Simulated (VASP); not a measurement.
# AlN (P3m1) in VASP: a series of runs

The runs below take AlN through single point, with PBE.

Program: VASP 6.6.1. These are calculated values, not measurements. Logs are shortened: lines on timing, memory, paths and dates and some standing lists are left out, and cuts for length are marked.

**1. The cell of the first run**

Symmetry: P3m1, No. 156, trigonal system. The conventional cell has a = 3.111 Å, b = 3.111 Å, c = 9.656 Å, α = 90.00°, β = 90.00°, γ = 120.00°. Within 2.2 Å of Al (site symmetry 3m) lie 4 N at 1.62 to 1.89 Å. Al (site symmetry 3m) has 4 N at 1.89 to 1.92 Å within 2.5 Å. Al (site symmetry 3m) has 4 N at 1.89 to 1.92 Å within 2.5 Å. Al (site symmetry 3m) has 4 N at 1.89 to 1.92 Å within 2.5 Å. Within 2.2 Å of N (site symmetry 3m) lie 4 Al at 1.62 to 1.89 Å. N (site symmetry 3m) has 4 Al at 1.89 to 1.92 Å within 2.5 Å. N (site symmetry 3m) has 4 Al at 1.89 to 1.92 Å within 2.5 Å. N (site symmetry 3m) has 4 Al at 1.89 to 1.92 Å within 2.5 Å.

**2. Single point, PBE (the distance across one plane changed)**

The input, INCAR:

```
PREC = Accurate
ENCUT = 520
EDIFF = 1E-6
ISMEAR = 0
SIGMA = 0.05
LREAL = False
LASPH = True
NELM = 100
ALGO = Normal
ISIF = 2
LWAVE = False
LCHARG = False
GGA = PE
NBANDS = 26
```

The input, KPOINTS:

```
Automatic mesh
0
Gamma
  8 8 3
```

The input, POSCAR:

```
AlN
1.0
   -3.1110021516      0.0000000000      0.0000000000
   -1.5555010758     -2.6942068945      0.0000000000
    0.0000000000      0.0000000000      9.6560000000
Al N
4 4
Direct
    0.3333333333      0.3333333333      0.9318283969
    0.3333333333      0.3333333333      0.4162940141
    0.6666666667      0.6666666667      0.1585268227
    0.6666666667      0.6666666667      0.6740612055
    0.3333333333      0.3333333333      0.0992403687
    0.3333333333      0.3333333333      0.6147747514
    0.6666666667      0.6666666667      0.3570075601
    0.6666666667      0.6666666667      0.8725419428
```

Potentials or basis: VASP PAW PBE potentials, release 64 (Al, N).

Started as:

```
$ cat potpaw_PBE.64/Al/POTCAR potpaw_PBE.64/N/POTCAR > POTCAR
$ mpirun -np 1 vasp_std > vasp.out
```

OUTCAR:

```text
PREC = Accurate
   ENCUT = 520
   EDIFF = 1E-6
   ISMEAR = 0
   LREAL = False
   LASPH = True
   NELM = 100
   ISIF = 2
   GGA = PE

 ion  position               nearest neighbor table
   1  0.333  0.333  0.932-   5 1.62   8 1.89   8 1.89   8 1.89   3 2.83   3 2.83   3 2.83   4 3.07
                             4 3.07   4 3.07
   2  0.333  0.333  0.416-   7 1.89   7 1.89   7 1.89   6 1.92   4 3.07   3 3.07   4 3.07   3 3.07
                             4 3.07   3 3.07
   3  0.667  0.667  0.159-   5 1.89   5 1.89   5 1.89   7 1.92   1 2.83   1 2.83   1 2.83   2 3.07
                             2 3.07   2 3.07
   4  0.667  0.667  0.674-   6 1.89   6 1.89   6 1.89   8 1.92   2 3.07   1 3.07   1 3.07   2 3.07
                             1 3.07   2 3.07
   5  0.333  0.333  0.099-   1 1.62   3 1.89   3 1.89   3 1.89
   6  0.333  0.333  0.615-   4 1.89   4 1.89   4 1.89   2 1.92
   7  0.667  0.667  0.357-   2 1.89   2 1.89   2 1.89   3 1.92
   8  0.667  0.667  0.873-   1 1.89   1 1.89   1 1.89   4 1.92

  LATTYP: Found a hexagonal cell.
 ALAT       =     3.1110021516
 C/A-ratio  =     3.1038229900

  Lattice vectors:

 A1 = (   1.5555010758,   2.6942068945,   0.0000000000)
 A2 = (  -3.1110021516,   0.0000000000,   0.0000000000)
 A3 = (   0.0000000000,   0.0000000000,   9.6560000000)

Analysis of symmetry for initial positions (statically):
=====================================================================
 Subroutine PRICEL returns:
 Original cell was already a primitive cell.

 Routine SETGRP: Setting up the symmetry group for a
 hexagonal supercell.

 Subroutine GETGRP returns: Found  6 space group operations
 (whereof  6 operations were pure point group operations)
 out of a pool of 24 trial point group operations.

The static configuration has the point symmetry C_3v.

Analysis of symmetry for dynamics (positions and initial velocities):
=====================================================================
 Subroutine PRICEL returns:
 Original cell was already a primitive cell.

 Routine SETGRP: Setting up the symmetry group for a
 hexagonal supercell.

 Subroutine GETGRP returns: Found  6 space group operations
 (whereof  6 operations were pure point group operations)
 out of a pool of 24 trial point group operations.

The dynamic configuration has the point symmetry C_3v.

 Subroutine INISYM returns: Found  6 space group operations
 (whereof  6 operations are pure point group operations),
 and found     1 'primitive' translations

[... 106 lines left out ...]
   LREAL  =      F    real-space projection
   EDIFFG = 0.1E-04   stopping-criterion for IOM
   NSW    =      0    number of steps for IOM
   IBRION =     -1    ionic relax: 0-MD 1-quasi-New 2-CG
   NFREE  =      0    steps in history (QN), initial steepest desc. (CG)
   ISIF   =      2    stress and relaxation
   ISYM   =      2    0-nonsym 1-usesym 2-fastsym
   POTIM  = 0.5000    time-step for ionic-motion
   TEBEG  =    0.0;   TEEND  =   0.0 temperature during run
   PSTRESS=    0.0 pullay stress
   NELECT =      32.0000    total number of electrons
   NUPDOWN=      -1.0000    fix difference up-down
   EMIN   =  10.00;   EMAX   =-10.00  energy-range for DOS
   EFERMI =   0.00;   METHOD = LEGACY
   ISMEAR =     0;   SIGMA  =   0.05  broadening in eV -4-tet -1-fermi 0-gaus
   EFERMI_NEDOS =   21; number of points for ismear=-14 and -15
   IALGO  =     38    algorithm
   IMIX   =      4    mixing-type and parameters
     AMIX     =   0.40;   BMIX     =  1.00
     AMIX_MAG =   1.60;   BMIX_MAG =  1.00
  volume/ion in A,a.u.               =      10.12        68.27
  Fermi-wavevector in a.u.,A,eV,Ry     =   1.201569  2.270636 19.643651  1.443768
  Thomas-Fermi vector in A             =   2.337374
   LORBIT       =      0    0 simple, 1 ext, 2 COOP (PROOUT), +10 PAW based schemes
   GGA     = PE    functional components
   LHFCALC =     F    Hartree Fock is set to
   AEXX    =    0.0000 exact exchange contribution
   IVDW    =     0    specifies the selected vdW correction
   LEPSILON=     F    determine dielectric tensor
   LRPA    =     F    only Hartree local field effects (RPA)
 non-spin polarized calculation
 Gauss-broadening in eV      SIGMA  =   0.05
  energy-cutoff  :      520.00
  volume of cell :       80.93
 maximum number of plane-waves:      2201
   NGX = 11   NGY = 11   NGZ = 35

 number of electron      31.9999996 magnetization

 Free energy of the ion-electron system (eV)
  ---------------------------------------------------
  ext. energy  EPLUGINS =         0.00000000
  ---------------------------------------------------
  free energy    TOTEN  =       -58.54149641 eV

  energy without entropy =      -58.54149641  energy(sigma->0) =      -58.54149641

 E-fermi :   6.7829     XC(G=0): -11.0400

 val. band max:        6.5276801262   @ k =   0.0000   0.0000   0.0000
 cond. band min:      10.8877279166   @ k =   0.0000   0.0000   0.0000
 fundamental gap:      4.3600477904
 Fermi energy:         6.7829338038

 k-point     1 :       0.0000    0.0000    0.0000
  band No.  band energies     occupation
      1      -9.2176      2.00000
      2      -8.1136      2.00000
      3      -7.6779      2.00000
      4      -6.4353      2.00000
      5       0.3998      2.00000
      6       3.0591      2.00000
[... 685 lines left out ...]
     25      17.5184      0.00000
     26      18.0538      0.00000

 [... further k-points ...]
[... 5 lines left out ...]
  --------------------------------------------------------------------------------------
  -------------------------------------------------------------------------------------
  Total        3.1920800      3.1920800     14.8343372      0.0000000      0.0000000      0.0000000
  in kB       63.1910891     63.1910891    293.6636661      0.0000000      0.0000000      0.0000000
  external PRESSURE =     140.0152815 kB  Pullay stress =       0.0000000 kB

 VOLUME and BASIS-vectors are now :
 -----------------------------------------------------------------------------
  energy-cutoff  :      520.00
  volume of cell :       80.93
      direct lattice vectors                 reciprocal lattice vectors
    -3.111002152  0.000000000  0.000000000    -0.321439829  0.185583372  0.000000000
    -1.555501076 -2.694206895  0.000000000     0.000000000 -0.371166744  0.000000000
     0.000000000  0.000000000  9.656000000     0.000000000  0.000000000  0.103562552

 POSITION                                       TOTAL-FORCE (eV/Angst)
 -----------------------------------------------------------------------------------
     -1.55550     -0.89807      8.99774        -0.000000      0.000000     -7.591866
     -1.55550     -0.89807      4.01974        -0.000000     -0.000000      0.445848
     -3.11100     -1.79614      1.53073         0.000000     -0.000000      0.804661
     -3.11100     -1.79614      6.50874        -0.000000      0.000000      0.461107
     -1.55550     -0.89807      0.95827         0.000000      0.000000      7.509249
     -1.55550     -0.89807      5.93626        -0.000000     -0.000000     -0.443340
     -3.11100     -1.79614      3.44727        -0.000000      0.000000     -0.460817
     -3.11100     -1.79614      8.42526         0.000000      0.000000     -0.724842
 -----------------------------------------------------------------------------------
    total drift:                                0.000000      0.000000     -0.000688

  FREE ENERGIE OF THE ION-ELECTRON SYSTEM (eV)
  ---------------------------------------------------
  free  energy   TOTEN  =       -58.5414964086 eV

  energy  without entropy=      -58.5414964086  energy(sigma->0) =      -58.54149641
```

stdout:

```text
POSCAR found type information on POSCAR AlN
 POSCAR found :  2 types and       8 ions
 scaLAPACK will be used
 LDA part: xc-table for (Slater+PW92), standard interpolation
 POSCAR, INCAR and KPOINTS ok, starting setup
 FFT: planning ... GRIDC
 FFT: planning ... GRID_SOFT
 FFT: planning ... GRID
 WAVECAR not read
 entering main loop
```

Wall time 19 s (1 thread of Intel Xeon 6975P-C (Granite Rapids), shared host); peak memory 0.2 GiB.

What came out:

| Quantity | Value |
| --- | --- |
| Free energy | -58.5415 eV |
| Pressure | 14.0 GPa |
| Largest force | 7.592 eV/Å |
| Band gap on the k mesh | 4.36 eV |

Forces in eV/Å, atoms in the order of the input:
```
Al   0.000  0.000 -7.592
Al   0.000  0.000  0.446
Al   0.000  0.000  0.805
Al   0.000  0.000  0.461
N    0.000  0.000  7.509
N    0.000  0.000 -0.443
N    0.000  0.000 -0.461
N    0.000  0.000 -0.725
```

Caveat: the cell differs from its parent crystal (the distance across one plane changed); the cell stands under pressure; an odd mesh through Γ misses points on the zone boundary, where band edges can lie; forces of over 1 eV/Å act on the atoms, so gaps and moduli don't describe the material at rest.

**3. Single point, PBE (the distance across one plane changed)**

The input, INCAR:

```
PREC     = Accurate       # precision mode
ENCUT    = 520            # plane-wave cutoff, eV
EDIFF    = 1E-6           # SCF threshold, eV
ISMEAR   = 0              # smearing method
SIGMA    = 0.05           # smearing width, eV
LREAL    = F              # projectors in reciprocal space
LASPH    = T              # aspherical terms in the spheres
NELM     = 60             # most SCF steps
ALGO     = Normal         # electronic algorithm
ISIF     = 2              # what is computed and relaxed
LWAVE    = F              # write WAVECAR
LCHARG   = F              # write CHGCAR
GGA      = PE             # functional
NBANDS   = 26             # bands
```

The input, KPOINTS:

```
regular mesh
0
Gamma
  8 8 3
```

The input, POSCAR:

```
AlN
1.0
   -3.1110021516      0.0000000000      0.0000000000
   -1.5555010758     -2.6942068945      0.0000000000
    0.0000000000      0.0000000000     10.4560000000
Al N
4 4
Direct
    0.3333333333      0.3333333333      0.8605331867
    0.3333333333      0.3333333333      0.3844429036
    0.6666666667      0.6666666667      0.1463977621
    0.6666666667      0.6666666667      0.6224880451
    0.3333333333      0.3333333333      0.0916473795
    0.3333333333      0.3333333333      0.5677376626
    0.6666666667      0.6666666667      0.3296925210
    0.6666666667      0.6666666667      0.8057828041
```

Potentials or basis: VASP PAW PBE potentials, release 64 (Al, N).

Started as:

```
$ cat potpaw_PBE.64/Al/POTCAR potpaw_PBE.64/N/POTCAR > POTCAR
$ mpirun -np 1 vasp_std > vasp.out
```

Wall time 21 s (1 thread of Intel Xeon 6975P-C (Granite Rapids), shared host); peak memory 0.21 GiB.

Results (log left out):

- Free energy: -58.7570 eV
- Pressure: -0.7 GPa
- Largest force: 2.015 eV/Å
- Band gap on the k mesh: 2.88 eV

Forces on the atoms (eV/Å):
```
Al   0.000  0.000  2.015
Al   0.000  0.000 -0.382
Al   0.000  0.000 -0.965
Al   0.000  0.000 -0.379
N    0.000  0.000 -1.567
N    0.000  0.000  0.360
N    0.000  0.000  0.405
N    0.000  0.000  0.513
```

Stress tensor (GPa, compression positive):
```
 3.10  0.00  0.00
 0.00  3.10  0.00
 0.00  0.00 -8.25
```

Levels at points of the mesh, in eV from the valence-band top:
```tsv
k point	band 12	band 13	band 14	band 15	band 16	band 17	band 18	band 19	band 20	band 21
(0.00, 0.00, 0.00)	-0.91	-0.91	-0.52	0.00	0.00	2.88	5.34	5.75	6.44	7.94
(0.50, 0.00, 0.00)	-2.33	-1.93	-1.74	-1.13	-0.74	4.04	4.34	5.14	5.54	6.48
```

Caveat: the cell differs from its parent crystal (the distance across one plane changed); an odd mesh through Γ misses points on the zone boundary, where band edges can lie; forces of over 1 eV/Å act on the atoms, so gaps and moduli don't describe the material at rest.

**4. Single point, PBE (the distance across one plane changed)**

The input, INCAR:

```
SYSTEM = AlN
  ALGO = Normal
  EDIFF = 1E-6
  ENCUT = 520
  GGA = PE
  ISIF = 2
  ISMEAR = 0
  LASPH = .TRUE.
  LCHARG = .FALSE.
  LREAL = .FALSE.
  LWAVE = .FALSE.
  NBANDS = 26
  NELM = 100
  PREC = Accurate
  SIGMA = 0.05
```

The input, KPOINTS:

```
k-points
0
G
  8 8 3
  0 0 0
```

The input, POSCAR:

```
AlN
1.0
   -3.1110021516      0.0000000000      0.0000000000
   -1.5555010758     -2.6942068945      0.0000000000
    0.0000000000      0.0000000000     10.7060000000
Al N
4 4
Direct
    0.3333333333      0.3333333333      0.8404385391
    0.3333333333      0.3333333333      0.3754656268
    0.6666666667      0.6666666667      0.1429791706
    0.6666666667      0.6666666667      0.6079520829
    0.3333333333      0.3333333333      0.0895072856
    0.3333333333      0.3333333333      0.5544801980
    0.6666666667      0.6666666667      0.3219937418
    0.6666666667      0.6666666667      0.7869666542
```

Started as:

```
$ cat potpaw_PBE.64/Al/POTCAR potpaw_PBE.64/N/POTCAR > POTCAR
$ mpirun -np 1 vasp_std > vasp.out
```

Run time: 22 s. Hardware: 1 thread of Intel Xeon 6975P-C (Granite Rapids), shared host; peak memory 0.21 GiB.

It converged, with:

```yaml
Free_energy: -58.1954 eV
Pressure: -1.0 GPa
Largest_force: 1.813 eV/Å
Band_gap_on_the_k_mesh: 1.95 eV
```

Forces in eV/Å, atoms in the order of the input:
```
Al   0.000  0.000  1.813
Al   0.000  0.000 -0.643
Al   0.000  0.000 -1.447
Al   0.000  0.000 -0.629
N    0.000  0.000 -1.125
N    0.000  0.000  0.602
N    0.000  0.000  0.675
N    0.000  0.000  0.753
```

Stress tensor (GPa, compression positive):
```
 2.95  0.00  0.00
 0.00  2.95  0.00
 0.00  0.00 -8.95
```

Levels at points of the mesh, in eV from the valence-band top:
```tsv
k point	band 13	band 14	band 15	band 16	band 17	band 18	band 19	band 20
(0.00, 0.00, 0.00)	-1.25	-0.87	0.00	0.00	1.95	4.70	5.16	5.90
(0.50, 0.00, 0.00)	-2.26	-2.08	-1.05	-0.77	3.16	3.66	4.71	5.16
```

Caveat: the cell differs from its parent crystal (the distance across one plane changed); an odd mesh through Γ misses points on the zone boundary, where band edges can lie; forces of over 1 eV/Å act on the atoms, so gaps and moduli don't describe the material at rest.

**5. Single point, PBE (the distance across one plane changed)**

The input, INCAR:

```
SYSTEM = AlN
ALGO = Normal
EDIFF = 1E-6
ENCUT = 520
GGA = PE
ISIF = 2
ISMEAR = 0
LASPH = .TRUE.
LCHARG = .FALSE.
LREAL = .FALSE.
LWAVE = .FALSE.
NBANDS = 26
NELM = 60
PREC = Accurate
SIGMA = 0.05
```

KPOINTS is that of step 4.

The input, POSCAR:

```
AlN
1.0
   -3.1110021516      0.0000000000      0.0000000000
   -1.5555010758     -2.6942068945      0.0000000000
    0.0000000000      0.0000000000     10.9560000000
Al N
4 4
Direct
    0.3333333333      0.3333333333      0.8212609529
    0.3333333333      0.3333333333      0.3668980467
    0.6666666667      0.6666666667      0.1397165936
    0.6666666667      0.6666666667      0.5940794998
    0.3333333333      0.3333333333      0.0874648594
    0.3333333333      0.3333333333      0.5418277656
    0.6666666667      0.6666666667      0.3146463125
    0.6666666667      0.6666666667      0.7690092187
```

Started as:

```
$ cat potpaw_PBE.64/Al/POTCAR potpaw_PBE.64/N/POTCAR > POTCAR
$ mpirun -np 1 vasp_std > vasp.out
```

Run time: 24 s. Hardware: 1 thread of Intel Xeon 6975P-C (Granite Rapids), shared host; peak memory 0.21 GiB.

The run converged. Its results:

```yaml
Free_energy: -57.6715 eV
Pressure: -0.9 GPa
Largest_force: 1.835 eV/Å
Band_gap_on_the_k_mesh: 1.12 eV
```

Forces on the atoms (eV/Å):
```
Al   0.000  0.000  1.485
Al   0.000  0.000 -0.864
Al   0.000  0.000 -1.835
Al   0.000  0.000 -0.834
N    0.000  0.000 -0.583
N    0.000  0.000  0.800
N    0.000  0.000  0.905
N    0.000  0.000  0.925
```

Stress tensor (GPa, compression positive):
```
 2.94  0.00  0.00
 0.00  2.94  0.00
 0.00  0.00 -8.60
```

Levels at points of the mesh, in eV from the valence-band top:
| k point | band 14 | band 15 | band 16 | band 17 | band 18 | band 19 |
| --- | --- | --- | --- | --- | --- | --- |
| (0.00, 0.00, 0.00) | -1.11 | 0.00 | 0.00 | 1.12 | 4.18 | 4.58 |
| (0.50, 0.00, 0.00) | -2.35 | -0.94 | -0.78 | 2.38 | 3.07 | 4.32 |

Caveat: the cell differs from its parent crystal (the distance across one plane changed); an odd mesh through Γ misses points on the zone boundary, where band edges can lie; forces of over 1 eV/Å act on the atoms, so gaps and moduli don't describe the material at rest.

**6. Single point, PBE (the distance across one plane changed)**

The input, INCAR:

```
ALGO = Normal
EDIFF = 1E-6
ENCUT = 520
GGA = PE
ISIF = 2
ISMEAR = 0
LASPH = T
LCHARG = F
LREAL = F
LWAVE = F
NBANDS = 26
NELM = 80
PREC = Accurate
SIGMA = 0.05
```

The input, KPOINTS:

```
k-points
0
Gamma
  8 8 3
```

The input, POSCAR:

```
AlN
1.0
   -3.1110021516      0.0000000000      0.0000000000
   -1.5555010758     -2.6942068945      0.0000000000
    0.0000000000      0.0000000000     11.4560000000
Al N
4 4
Direct
    0.3333333333      0.3333333333      0.7854168122
    0.3333333333      0.3333333333      0.3508846892
    0.6666666667      0.6666666667      0.1336186278
    0.6666666667      0.6666666667      0.5681507507
    0.3333333333      0.3333333333      0.0836474337
    0.3333333333      0.3333333333      0.5181795566
    0.6666666667      0.6666666667      0.3009134951
    0.6666666667      0.6666666667      0.7354456180
```

Potentials or basis: VASP PAW PBE potentials, release 64 (Al, N).

Started as:

```
$ cat potpaw_PBE.64/Al/POTCAR potpaw_PBE.64/N/POTCAR > POTCAR
$ mpirun -np 1 vasp_std > vasp.out
```

Run time: 27 s. Hardware: 1 thread of Intel Xeon 6975P-C (Granite Rapids), shared host; peak memory 0.22 GiB.

Results (log left out):

```
Free energy            : -56.8260 eV
Pressure               : -0.1 GPa
Largest force          : 2.304 eV/Å
Band gap on the k mesh : zero (filled and empty bands touch)
```

Forces in eV/Å, atoms in the order of the input:
```
Al   0.000  0.000  0.828
Al   0.000  0.000 -1.165
Al   0.000  0.000 -2.304
Al   0.000  0.000 -1.095
N    0.000  0.000  0.385
N    0.000  0.000  1.037
N    0.000  0.000  1.216
N    0.000  0.000  1.098
```

Stress tensor (GPa, compression positive):
```
 3.01  0.00  0.00
 0.00  3.01  0.00
 0.00  0.00 -6.46
```

Levels at points of the mesh, in eV from the Fermi level:
```
           k point  band 12  band 13  band 14  band 15  band 16  band 17  band 18  band 19  band 20  band 21
(0.00, 0.00, 0.00)    -1.88    -1.88    -1.31    -0.09    -0.03    -0.03     3.38     3.78     4.91     6.69
(0.50, 0.00, 0.00)    -3.89    -2.79    -2.73    -0.81    -0.74     1.23     2.27     3.58     4.04     4.97
```

Caveat: the cell differs from its parent crystal (the distance across one plane changed); semilocal functionals underestimate gaps, so a narrow gap can read as zero; forces of over 1 eV/Å act on the atoms, so gaps and moduli don't describe the material at rest.

**7. Overview**

| cell | gap on the mesh (eV) | pressure (GPa) | largest force (eV/Å) |
| --- | --- | --- | --- |
| a = 3.111, b = 3.111, c = 9.656 Å, angles 90.0, 90.0, 60.0°, 8 atoms | 4.36 | 14.0 | 7.59 |
| a = 3.111, b = 3.111, c = 10.456 Å, angles 90.0, 90.0, 60.0°, 8 atoms | 2.88 | -0.7 | 2.02 |
| a = 3.111, b = 3.111, c = 10.706 Å, angles 90.0, 90.0, 60.0°, 8 atoms | 1.95 | -1.0 | 1.81 |
| a = 3.111, b = 3.111, c = 10.956 Å, angles 90.0, 90.0, 60.0°, 8 atoms | 1.12 | -0.9 | 1.83 |
| a = 3.111, b = 3.111, c = 11.456 Å, angles 90.0, 90.0, 60.0°, 8 atoms | none | -0.1 | 2.30 |

Alike in all rows: task single point; level PBE; potentials or basis VASP PAW PBE potentials, release 64 (Al, N); no spin polarisation; k mesh 8 × 8 × 3; cutoff (eV) 520; smearing gaussian 0.05 eV.

Caveats: forces of over 1 eV/Å act on the atoms, so gaps and moduli don't describe the material at rest; an odd mesh through Γ misses points on the zone boundary, where band edges can lie (at least some runs); the cell stands under pressure (at least some runs); semilocal functionals underestimate gaps, so a narrow gap can read as zero (at least some runs).

Absolute energies hang on the potentials; compare differences alone.
